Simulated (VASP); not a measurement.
Input of a VASP 6.6.1 run:

INCAR

```
ALGO = Normal
EDIFF = 1E-7
EDIFFG = -0.01
ENCUT = 600
GGA = PE
IBRION = 2
ISIF = 3
ISMEAR = 0
LASPH = True
LCHARG = False
LREAL = False
LWAVE = False
NELM = 100
NSW = 100
PREC = Accurate
SIGMA = 0.1
```

Contents of KPOINTS:

```
k-points
0
Gamma
  12 12 6
```

Contents of POSCAR:

```
Al2B2N
1.0
    2.9805103739      0.0000000000      0.0000000000
   -1.4902551869      2.5811977000      0.0000000000
    0.0000000000      0.0000000000      5.9054802726
Al B N
2 2 1
Direct
    0.3333333333      0.6666666667      0.8043659964
    0.6666666667      0.3333333333      0.1956340036
    0.3333333333      0.6666666667      0.4621872875
    0.6666666667      0.3333333333      0.5378127125
    0.0000000000      0.0000000000      0.0000000000
```

Potentials or basis: VASP PAW PBE potentials, release 64 (Al, B, N).

Launch:

```console
$ cat potpaw_PBE.64/Al/POTCAR potpaw_PBE.64/B/POTCAR potpaw_PBE.64/N/POTCAR > POTCAR
$ mpirun -np 1 vasp_std > vasp.out
```

Question: Estimate the relaxed volume.

Answer: 9.07 Å³/atom.

Question: What does it give for the relaxed cell?

Answer: a = 2.975 Å, b = 2.975 Å, c = 5.913 Å, α = 90.00°, β = 90.00°, γ = 120.00°.

Question: Predict the space group after relaxing (to 0.05 Å).

Answer: P-3m1 (No. 164).

Final structure:
```
Al B N
1.0
     2.97536    0.00000    0.00000
    -1.48768    2.57674    0.00000
     0.00000    0.00000    5.91325
Al B N
2 2 1
Direct
  0.33333 0.66667 0.80420
  0.66667 0.33333 0.19580
  0.33333 0.66667 0.46169
  0.66667 0.33333 0.53831
  0.00000 0.00000 0.00000
```
